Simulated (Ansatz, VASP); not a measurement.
One calculation of CsI, two programs

The input POSCAR:

```
CsI
1.0
    4.6080834137      0.0000000000      0.0000000000
    0.0000000000      4.6080834137      0.0000000000
    0.0000000000      0.0000000000      4.6080834137
Cs I
1 1
Direct
    0.0000000000      0.0000000000      0.0000000000
    0.5000000000      0.5000000000      0.5000000000
```

The input INCAR.step1:

```
  ALGO = Normal
  EDIFF = 1E-5
  ENCUT = 440
  GGA = PE
  GGA_COMPAT = F
  ISIF = 2
  ISMEAR = 0
  LASPH = T
  LREAL = F
  LWAVE = T
  NBANDS = 15
  NELM = 120
  PREC = Accurate
  SIGMA = 0.01
```

Contents of INCAR.step2:

```
  AEXX = 0.1
  ALGO = Normal
  EDIFF = 1E-6
  ENCUT = 440
  GGA_COMPAT = F
  ISIF = 2
  ISMEAR = 0
  ISTART = 1
  LASPH = T
  LCHARG = T
  LELF = T
  LHFCALC = T
  LMIXTAU = T
  LREAL = F
  LVHAR = T
  LWAVE = F
  METAGGA = R2SCAN
  NBANDS = 15
  NELM = 120
  PREC = Accurate
  PRECFOCK = Normal
  SIGMA = 0.01
```

Contents of KPOINTS:

```
k-points
0
Gamma
  4 4 4
```

Input for Ansatz:

```yaml
crystal:
  lattice:
    - [4.6080834137, 0.0, 0.0]
    - [0.0, 4.6080834137, 0.0]
    - [0.0, 0.0, 4.6080834137]
  atoms:
    - { symbol: Cs, position: [0.0, 0.0, 0.0] }
    - { symbol: I, position: [0.5, 0.5, 0.5] }
kpoints:
  mp_grid: { grid: [4, 4, 4] }
  band_path:
    path:
      - [0.0, 0.0, 0.0]
      - [0.0, 0.5, 0.0]
      - [0.5, 0.5, 0.0]
      - [0.5, 0.5, 0.5]
      - [0.0, 0.5, 0.5]
    npoints: 1
hamiltonian:
  xc: r2scanh
scf:
  occupations: { method: fixed }
  n_extra_bands: 4
output:
  forces: true
  stress: true
  eigenvalues: true
  write_density: true
  write_potential: true
  elf: true
  volumetric_format: npy
```

Alike in both runs: task single point; functional r2SCANh; k mesh 4 × 4 × 4; no spin polarisation.

```csv
,VASP,Ansatz
version,VASP 6.6.1,Ansatz 0.2.0
potentials or method,"VASP PAW PBE potentials, release 64 (Cs_sv, I)","plane waves, PAW"
plane-wave cutoff (eV),440,500
occupations,"gaussian, width 0.01 eV",fixed
valence electrons in the cell,16,26
```

Ansatz gave:

- gap on the k mesh at the Fermi level (eV): 5.05
- pressure (GPa): 0.0

What did VASP give for the same quantities?

gap on the k mesh at the Fermi level (eV): 5.04; pressure (GPa): 0.0.

VASP's potentials were made for PBE, not for r2SCANh. VASP's potentials hold 16 valence electrons a cell and Ansatz's 26, so a difference there can come from the potentials and not from the codes. Ansatz's warnings: stress exchange threshold loose, stress scf threshold loose.

Spin-orbit coupling is off throughout.
